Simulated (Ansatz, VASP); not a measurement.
## C: VASP beside Ansatz

```xyz
2
Lattice="0.0000 1.6525 1.6525 1.6525 0.0000 1.6525 1.6525 1.6525 0.0000" Properties=species:S:1:pos:R:3 pbc="T T T"
C    -0.4131   -0.4131   -0.4131
C     0.4131    0.4131    0.4131
```

Change from the starting cell: volume scaled by 0.8, PAW files.

Alike in both runs: task single point; functional r2SCAN; k mesh 20 × 20 × 20; occupations fermi-dirac, width 0.08 eV; no spin polarisation.

```csv
,VASP,Ansatz
version,VASP 6.6.1,Ansatz 0.2.0
potentials or method,"VASP PAW PBE potentials, release 64 (C)","PAW with Ansatz's default frozen-core files, scalar-relativistic"
plane-wave cutoff (eV),520,500
valence electrons in the cell,8,8
```

```tsv
	VASP	Ansatz	Ansatz less VASP
gap on the k mesh at the Fermi level (eV)	4.89	4.93	+0.042
pressure (GPa)	152.5	150.1	-2.32
```

VASP's potentials were made for PBE, not for r2SCAN. Both programs put the cell under a high pressure, so it lies far from rest at this level. The functional is the same, so the differences come from potentials, cutoffs and numerics.

Noted on VASP's run: the cell as given lies far from equilibrium.
